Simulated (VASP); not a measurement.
Here is a VASP 6.6.1 calculation.

INCAR

```
  PREC = Accurate
  ENCUT = 520
  EDIFF = 1E-6
  ISMEAR = 0
  SIGMA = 0.1
  LREAL = Auto
  LASPH = T
  NELM = 100
  ALGO = Normal
  ISIF = 2
  LWAVE = F
  LCHARG = F
  GGA = PS
  NBANDS = 44
```

KPOINTS

```
Automatic mesh
0
Gamma
  4 4 4
```

Contents of POSCAR:

```
Al
1.0
    6.0233342682      2.0077780894      4.0155561788
   -6.0233342682     -2.0077780894      4.0155561788
    2.0077780894     -6.0233342682     -4.0155561788
Al
19
Direct
    0.1372034098      0.0961087289      0.7333121164
    0.5998058283      0.2004531786      0.8000697430
    0.0996164870      0.7002639422      0.8000696932
    0.2055052559      0.4103808356      0.5992739468
    0.3017193251      0.1025427815      0.4036462517
    0.5495292562      0.8528428062      0.9023720846
    0.6487503310      0.5439671873      0.6927175405
    0.7596471981      0.2478304264      0.5074776467
   -0.0076322678     -0.0059534966      0.0038389701
    0.2425839801      0.7584065729      0.5009905753
    0.3375589183      0.4460464554      0.2836053959
    0.4494701405      0.1539747354      0.1034448982
    0.6888930890      0.8937686687      0.5992739468
    0.8011034479      0.6019269044      0.4036462517
    0.8991022263      0.2979894806      0.1952227699
    0.3972332920      0.7961206512      0.1952227201
    0.5097924444      0.5114712156      1.0038389255
    0.8603871160      0.9510405109      0.3114276938
    0.9530637425      0.6408183289      0.0938821382
```

Potentials or basis: VASP PAW PBE potentials, release 64 (Al).

The run is started by

```console
$ cat potpaw_PBE.64/Al/POTCAR > POTCAR
$ mpirun -np 1 vasp_std > vasp.out
```

(1) Predict the pressure.

(2) Estimate the largest force.

## Answers

(1) -1.0 GPa.

(2) 0.583 eV/Å.

Caveat: the PAW data sets were made with another functional, which shifts forces and pressure a little.
